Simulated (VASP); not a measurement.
# Al (P6_3/mmc) in VASP: further runs

Runs on Al. Level: PBE+D3(BJ). Tasks: single point.

Everything below comes from runs of VASP 6.6.1. Logs are shortened: lines on timing, memory, paths and dates and some standing lists are left out, and cuts for length are marked.

## (1) The cell of the first run

It takes space group P6_3/mmc (No. 194, hexagonal). The conventional cell has a = 2.752 Å, b = 2.752 Å, c = 8.893 Å, α = 90.00°, β = 90.00°, γ = 120.00°. Al (site symmetry -3m) has 12 Al at 2.73 to 2.75 Å within 3.6 Å. Within 3.6 Å of Al (site symmetry -6m2) lie 12 Al at 2.73 to 2.75 Å.

This isn't the form of Al at room conditions, which is fcc.

## (2) Single point, PBE+D3(BJ) (14.58 Å³/atom)

INCAR

```
SYSTEM = Al
PREC     = Accurate       ! precision mode
ENCUT    = 520            ! plane-wave cutoff, eV
EDIFF    = 1E-6           ! SCF threshold, eV
ISMEAR   = 0              ! smearing method
SIGMA    = 0.15           ! smearing width, eV
LREAL    = .FALSE.        ! projectors in reciprocal space
LASPH    = .TRUE.         ! aspherical terms in the spheres
NELM     = 60             ! most SCF steps
ALGO     = Fast           ! electronic algorithm
ISIF     = 2              ! what is computed and relaxed
LWAVE    = .FALSE.        ! write WAVECAR
LCHARG   = .FALSE.        ! write CHGCAR
GGA      = PE             ! functional
IVDW     = 12             ! dispersion correction
NBANDS   = 14             ! bands
```

KPOINTS

```
Automatic mesh
0
G
  18 18 6
  0 0 0
```

POSCAR

```
Al
1.0
    2.7522959512      0.0000000000      0.0000000000
   -1.3761479756      2.3835582125      0.0000000000
    0.0000000000      0.0000000000      8.8929434481
Al
4
Direct
    0.0000000000      0.0000000000      0.0000000000
    0.3333333333      0.6666666667      0.2500000000
    0.0000000000      0.0000000000      0.5000000000
    0.6666666667      0.3333333333      0.7500000000
```

Potentials or basis: VASP PAW PBE potentials, release 64 (Al).

The run is started by

```sh
$ cat potpaw_PBE.64/Al/POTCAR > POTCAR
$ mpirun -np 1 vasp_std > vasp.out
```

OUTCAR:

```text
SYSTEM = Al
   PREC = Accurate
   ENCUT = 520
   EDIFF = 1E-6
   ISMEAR = 0
   LREAL = .FALSE.
   LASPH = .TRUE.
   NELM = 60
   ISIF = 2
   GGA = PE
   IVDW = 12
 IVDW          = 12

 ion  position               nearest neighbor table
   1  0.000  0.000  0.000-   2 2.73   4 2.73   4 2.73   2 2.73   4 2.73   2 2.73
   2  0.333  0.667  0.250-   1 2.73   3 2.73   1 2.73   3 2.73   1 2.73   3 2.73
   3  0.000  0.000  0.500-   2 2.73   4 2.73   4 2.73   2 2.73   4 2.73   2 2.73
   4  0.667  0.333  0.750-   1 2.73   3 2.73   1 2.73   3 2.73   1 2.73   3 2.73

  LATTYP: Found a hexagonal cell.
 ALAT       =     2.7522959512
 C/A-ratio  =     3.2311000001

  Lattice vectors:

 A1 = (   2.7522959512,   0.0000000000,   0.0000000000)
 A2 = (  -1.3761479756,   2.3835582125,   0.0000000000)
 A3 = (   0.0000000000,   0.0000000000,   8.8929434481)

Analysis of symmetry for initial positions (statically):
=====================================================================
 Subroutine PRICEL returns:
 Original cell was already a primitive cell.

 Routine SETGRP: Setting up the symmetry group for a
 hexagonal supercell.

 Subroutine GETGRP returns: Found 24 space group operations
 (whereof 12 operations were pure point group operations)
 out of a pool of 24 trial point group operations.

The static configuration has the point symmetry D_3d.
 The point group associated with its full space group is D_6h.

Analysis of symmetry for dynamics (positions and initial velocities):
=====================================================================
 Subroutine PRICEL returns:
 Original cell was already a primitive cell.

 Routine SETGRP: Setting up the symmetry group for a
 hexagonal supercell.

 Subroutine GETGRP returns: Found 24 space group operations
 (whereof 12 operations were pure point group operations)
 out of a pool of 24 trial point group operations.

The dynamic configuration has the point symmetry D_3d.
 The point group associated with its full space group is D_6h.

 Subroutine INISYM returns: Found 24 space group operations
 (whereof 12 operations are pure point group operations),
 and found     1 'primitive' translations

----------------------------------------------------------------------------------------

                                     Primitive cell

  volume of cell :      58.3400

  direct lattice vectors                    reciprocal lattice vectors
     2.752295951  0.000000000  0.000000000     0.363333020  0.209770417  0.000000000
    -1.376147976  2.383558213  0.000000000     0.000000000  0.419540834  0.000000000
     0.000000000  0.000000000  8.892943448     0.000000000  0.000000000  0.112448708

  length of vectors
     2.752295951  2.752295951  8.892943448     0.419540834  0.419540834  0.112448708

  position of ions in fractional coordinates (direct lattice)
     0.000000000  0.000000000  0.000000000
     0.333333333  0.666666667  0.250000000
     0.000000000  0.000000000  0.500000000
     0.666666667  0.333333333  0.750000000

  ion indices of the primitive-cell ions
   primitive index   ion index
                 1           1
                 2           2
                 3           3
                 4           4

----------------------------------------------------------------------------------------

 KPOINTS: Automatic mesh

Automatic generation of k-mesh.
 Grid dimensions read from file:
 generate k-points for:   18   18    6

 Generating k-lattice:

  Cartesian coordinates                     Fractional coordinates (reciprocal lattice)
     0.020185168  0.011653912  0.000000000     0.055555556  0.000000000  0.000000000
     0.000000000  0.023307824  0.000000000     0.000000000  0.055555556  0.000000000
     0.000000000  0.000000000  0.018741451     0.000000000  0.000000000  0.166666667

  Length of vectors
     0.023307824  0.023307824  0.018741451

  Shift w.r.t. Gamma in fractional coordinates (k-lattice)
     0.000000000  0.000000000  0.000000000

 Subroutine IBZKPT returns following result:
 ===========================================

 Found    148 irreducible k-points:

 Following reciprocal coordinates:
            Coordinates               Weight
  0.000000  0.000000  0.000000      1.000000
  0.055556  0.000000  0.000000      6.000000
  0.111111  0.000000  0.000000      6.000000
  0.166667  0.000000  0.000000      6.000000
  0.222222  0.000000  0.000000      6.000000
  0.277778  0.000000  0.000000      6.000000
[... 16 lines left out ...]
  0.333333  0.111111  0.000000     12.000000
  0.388889  0.111111  0.000000     12.000000
 [... further k-points ...]
   k-points           NKPTS =    148   k-points in BZ     NKDIM =    148   number of bands    NBANDS=     14
   number of dos      NEDOS =    301   number of ions     NIONS =      4
   total plane-waves  NPLWV =  28000
   dimension x,y,z NGX =    20 NGY =   20 NGZ =   70
   dimension x,y,z NGXF=    40 NGYF=   40 NGZF=  140
   ions per type =               4
   NGX,Y,Z   is equivalent  to a cutoff of  12.08, 12.08, 13.09 a.u.
   NGXF,Y,Z  is equivalent  to a cutoff of  24.16, 24.16, 26.17 a.u.
 SYSTEM =  Al
   PREC   = accura    normal or accurate (medium, high low for compatibility)
   ISTART =      0    job   : 0-new  1-cont  2-samecut
   ICHARG =      2    charge: 1-file 2-atom 10-const
   ISPIN  =      1    spin polarized calculation?
   LNONCOLLINEAR =      F non collinear calculations
   LSORBIT =      F    spin-orbit coupling
   LASPH  =      T    aspherical Exc in radial PAW
   ENCUT  =  520.0 eV  38.22 Ry    6.18 a.u.   5.12  5.12 16.53*2*pi/ulx,y,z
   NELM   =     60;   NELMIN=  2; NELMDL= -5     # of ELM steps
   EDIFF  = 0.1E-05   stopping-criterion for ELM
   LREAL  =      F    real-space projection
   EDIFFG = 0.1E-04   stopping-criterion for IOM
   NSW    =      0    number of steps for IOM
   IBRION =     -1    ionic relax: 0-MD 1-quasi-New 2-CG
   NFREE  =      0    steps in history (QN), initial steepest desc. (CG)
   ISIF   =      2    stress and relaxation
   ISYM   =      2    0-nonsym 1-usesym 2-fastsym
   POTIM  = 0.5000    time-step for ionic-motion
   TEBEG  =    0.0;   TEEND  =   0.0 temperature during run
   PSTRESS=    0.0 pullay stress
   NELECT =      12.0000    total number of electrons
   NUPDOWN=      -1.0000    fix difference up-down
   EMIN   =  10.00;   EMAX   =-10.00  energy-range for DOS
   EFERMI =   0.00;   METHOD = LEGACY
   ISMEAR =     0;   SIGMA  =   0.15  broadening in eV -4-tet -1-fermi 0-gaus
   EFERMI_NEDOS =   21; number of points for ismear=-14 and -15
   IALGO  =     68    algorithm
   IMIX   =      4    mixing-type and parameters
     AMIX     =   0.40;   BMIX     =  1.00
     AMIX_MAG =   1.60;   BMIX_MAG =  1.00
  volume/ion in A,a.u.               =      14.58        98.42
  Fermi-wavevector in a.u.,A,eV,Ry     =   0.966377  1.826187 12.706261  0.933884
  Thomas-Fermi vector in A             =   2.096173
   LORBIT       =      0    0 simple, 1 ext, 2 COOP (PROOUT), +10 PAW based schemes
   GGA     = PE    functional components
   LHFCALC =     F    Hartree Fock is set to
   AEXX    =    0.0000 exact exchange contribution
   IVDW    =    12    specifies the selected vdW correction
   LEPSILON=     F    determine dielectric tensor
   LRPA    =     F    only Hartree local field effects (RPA)
 non-spin polarized calculation
 RMM-DIIS sequential band-by-band and
 Gauss-broadening in eV      SIGMA  =   0.15
  energy-cutoff  :      520.00
  volume of cell :       58.34
 maximum number of plane-waves:      1596
   NGX = 11   NGY = 11   NGZ = 33

 number of electron      12.0000000 magnetization

 Free energy of the ion-electron system (eV)
  ---------------------------------------------------
  ext. energy  EPLUGINS =         0.00000000
  ---------------------------------------------------
  free energy    TOTEN  =       -14.65661219 eV

  energy without entropy =      -14.64063711  energy(sigma->0) =      -14.64862465

 E-fermi :   9.3323     XC(G=0): -10.6522

 val. band max:        9.3270560776   @ k =   0.2222   0.2222   0.3333
 cond. band min:       9.3378080286   @ k =   0.2222   0.2222   0.1667
 fundamental gap:      0.0107519509
 Fermi energy:         9.3323059478

 k-point     1 :       0.0000    0.0000    0.0000
  band No.  band energies     occupation
      1      -2.6669      2.00000
      2      -0.8119      2.00000
      3      -0.8083      2.00000
      4       4.3205      2.00000
      5       4.9320      2.00000
      6      13.2536      0.00000
      7      13.2707      0.00000
      8      20.8174      0.00000
      9      20.8174      0.00000
     10      20.8709      0.00000
     11      20.8709      0.00000
     12      21.8112      0.00000
     13      21.8145      0.00000
     14      21.9107      0.00000

 k-point     2 :       0.0556    0.0000    0.0000
  band No.  band energies     occupation
      1      -2.5866      2.00000
      2      -0.7328      2.00000
      3      -0.7292      2.00000
      4       4.3941      2.00000
      5       5.0094      2.00000
      6      13.3125      0.00000
      7      13.3338      0.00000
      8      19.0448      0.00000
      9      19.7023      0.00000
     10      20.4182      0.00000
     11      20.5103      0.00000
     12      21.0577      0.00000
     13      21.1564      0.00000
     14      21.1831      0.00000

 k-point     3 :       0.1111    0.0000    0.0000
  band No.  band energies     occupation
      1      -2.3459      2.00000
      2      -0.4956      2.00000
      3      -0.4922      2.00000
      4       4.6149      2.00000
      5       5.2402      2.00000
      6      13.4722      0.00000
      7      13.5155      0.00000
      8      16.8954      0.00000
      9      18.3078      0.00000
     10      18.4148      0.00000
     11      18.6938      0.00000
     12      20.1993      0.00000
     13      20.2251      0.00000
     14      20.2285      0.00000

 k-point     4 :       0.1667    0.0000    0.0000
  band No.  band energies     occupation
      1      -1.9457      2.00000
      2      -0.1014      2.00000
      3      -0.0982      2.00000
      4       4.9828      2.00000
      5       5.6202      2.00000
      6      13.5497      0.00000
      7      13.7659      0.00000
      8      14.9632      0.00000
      9      16.1787      0.00000
     10      16.3624      0.00000
     11      17.8206      0.00000
     12      19.1390      0.00000
     13      19.3720      0.00000
     14      19.3752      0.00000

 k-point     5 :       0.2222    0.0000    0.0000
  band No.  band energies     occupation
      1      -1.3877      2.00000
      2       0.4483      2.00000
      3       0.4511      2.00000
      4       5.4978      2.00000
      5       6.1391      2.00000
      6      12.3135      0.00000
      7      13.5658      0.00000
      8      14.0509      0.00000
      9      14.6419      0.00000
     10      14.9665      0.00000
     11      17.0831      0.00000
[... 276 lines left out ...]
 k-point    22 :       0.2778    0.1111    0.0000
  band No.  band energies     occupation
      1       0.4279      2.00000
      2       2.2354      2.00000
      3       2.2360      2.00000
      4       7.1802      2.00000
      5       7.5184      2.00000
      6       9.0727      1.98562
      7      10.4330      0.00000
      8      10.5462      0.00000
      9      12.7005      0.00000
     10      14.1982      0.00000
     11      14.5875      0.00000
     12      15.2749      0.00000
     13      15.8328      0.00000
     14      16.7933      0.00000

 k-point    23 :       0.3333    0.1111    0.0000
  band No.  band energies     occupation
      1       1.4421      2.00000
      2       3.2277      2.00000
      3       3.2298      2.00000
      4       6.7853      2.00000
      5       8.0415      2.00000
      6       8.4712      2.00000
      7       8.8613      1.99999
      8       9.4167      0.42611
      9      12.2612      0.00000
     10      13.4165      0.00000
     11      14.0821      0.00000
     12      14.1540      0.00000
     13      15.0001      0.00000
     14      17.3369      0.00000

 k-point    24 :       0.3889    0.1111    0.0000
  band No.  band energies     occupation
      1       2.6005      2.00000
      2       4.3377      2.00000
      3       4.3501      2.00000
      4       5.3239      2.00000
      5       7.1604      2.00000
      6       7.1649      2.00000
      7       9.3127      1.14689
      8      10.0788      0.00000
      9      11.7805      0.00000
     10      11.9589      0.00000
     11      13.4628      0.00000
     12      13.9024      0.00000
     13      14.3714      0.00000
     14      18.1266      0.00000

 [... further k-points ...]

------------------------ aborting loop because EDIFF is reached ----------------------------------------

 Edisp (eV)   -1.52964

 E8    (eV) :    -0.6854

  FORCE on cell =-STRESS in cart. coord.  units (eV):
  Direction    XX          YY          ZZ          XY          YZ          ZX
  --------------------------------------------------------------------------------------
  -------------------------------------------------------------------------------------
  Total       2.87306     2.87306     3.60353     0.00000     0.00000    -0.00000
  in kB      78.90207    78.90207    98.96278     0.00000     0.00000    -0.00000
  external pressure =       85.59 kB  Pullay stress =        0.00 kB

 VOLUME and BASIS-vectors are now :
 -----------------------------------------------------------------------------
  energy-cutoff  :      520.00
  volume of cell :       58.34
      direct lattice vectors                 reciprocal lattice vectors
     2.752295951  0.000000000  0.000000000     0.363333020  0.209770417  0.000000000
    -1.376147976  2.383558213  0.000000000     0.000000000  0.419540834  0.000000000
     0.000000000  0.000000000  8.892943448     0.000000000  0.000000000  0.112448708

 POSITION                                       TOTAL-FORCE (eV/Angst)
 -----------------------------------------------------------------------------------
      0.00000      0.00000      0.00000        -0.000000      0.000000      0.000000
     -0.00000      1.58904      2.22324        -0.000000     -0.000000     -0.000000
      0.00000      0.00000      4.44647        -0.000000      0.000000      0.000000
      1.37615      0.79452      6.66971         0.000000      0.000000      0.000000
 -----------------------------------------------------------------------------------
    total drift:                               -0.000000      0.000000     -0.000000

  FREE ENERGIE OF THE ION-ELECTRON SYSTEM (eV)
  ---------------------------------------------------
  free  energy   TOTEN  =       -16.1862522179 eV

  energy  without entropy=      -16.1702771351  energy(sigma->0) =      -16.17826468
```

It took 44 s on 1 thread of AMD EPYC 9R45 (Zen 5), shared host; peak memory 0.2 GiB.

Results:

| Item | Value |
| --- | --- |
| Free energy | -16.1863 eV |
| Pressure | 8.6 GPa |
| Band gap on the k mesh | zero (bands 6 and 7 overlap by 5.93 eV) |
| Dispersion energy per atom | -0.382 eV |

Levels at points of the mesh, in eV from the Fermi level:
| k point | band 3 | band 4 | band 5 | band 6 | band 7 | band 8 | band 9 | band 10 |
| --- | --- | --- | --- | --- | --- | --- | --- | --- |
| (0.00, 0.00, 0.00) | -10.14 | -5.01 | -4.40 | 3.92 | 3.94 | 11.49 | 11.49 | 11.54 |
| (0.50, 0.00, 0.00) | -4.28 | -4.26 | -3.46 | -3.44 | 0.82 | 1.21 | 1.69 | 2.01 |
| (0.00, 0.00, 0.50) | -7.86 | -7.86 | -0.75 | -0.75 | 9.18 | 9.18 | 11.79 | 11.79 |
| (0.50, 0.00, 0.50) | -5.18 | -5.18 | -1.96 | -1.96 | -1.24 | -1.24 | 4.95 | 4.95 |

Caveat: the cell stands under pressure.

(Continued in part 2 of 2.)
